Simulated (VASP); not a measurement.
# TlAsF4: single point with PBEsol

Crystal: TlAsF4.

```xyz
6
Lattice="3.6777 0.0000 0.0000 0.0000 3.6777 0.0000 0.0000 0.0000 6.5983" Properties=species:S:1:pos:R:3 pbc="T T T"
Tl    0.0000    0.0000    0.0000
As    1.8389    1.8389    3.2992
F     1.8389    0.0000    4.5169
F     0.0000    1.8389    2.0815
F     1.8389    0.0000    2.0815
F     0.0000    1.8389    4.5169
```

```
Program                : VASP 6.6.1
Task                   : single point
Functional             : PBEsol
Potentials or basis    : VASP PAW PBE potentials, release 64 (Tl_d, As, F)
Cutoff                 : 600 eV
k mesh                 : 6 × 6 × 4
Occupations            : fermi-dirac, width 0.03 eV
Spin                   : no spin polarisation
Dipole correction      : no
Further INCAR settings : ALGO = Normal; EDIFF = 1e-06; NBANDS = 32
```

```json
{
  "Pressure": "-0.3 GPa",
  "Band gap on the k mesh": "2.53 eV (least direct gap 3.15 eV)"
}
```

Levels at points of the mesh, in eV from the valence-band top:
```
           k point  band 20  band 21  band 22  band 23  band 24  band 25  band 26  band 27
(0.00, 0.00, 0.00)    -1.66    -1.41    -1.41    -0.62     2.53     5.52     5.52     7.41
(0.50, 0.00, 0.00)    -2.00    -1.93    -0.58    -0.22     3.23     5.08     5.11     5.70
(0.50, 0.50, 0.00)    -1.09    -0.92    -0.35    -0.26     3.63     3.63     5.95     5.95
(0.00, 0.00, 0.50)    -1.61    -1.47    -1.47    -0.77     2.90     5.65     5.65     6.55
(0.50, 0.00, 0.50)    -2.14    -2.05    -0.18    -0.02     3.39     4.95     5.25     5.70
(0.50, 0.50, 0.50)    -1.10    -0.90    -0.34     0.00     4.80     4.80     4.90     4.90
```

Wall time 43 s on 1 thread of Intel(R) Xeon(R) 6975P-C (Granite Rapids) (shared host), peak memory 0.26 GiB.

Caveat: the PAW data sets were made with another functional, which shifts forces and pressure a little; spin-orbit coupling is left out, which moves the levels of the heavy elements. A k mesh can miss the band edges.
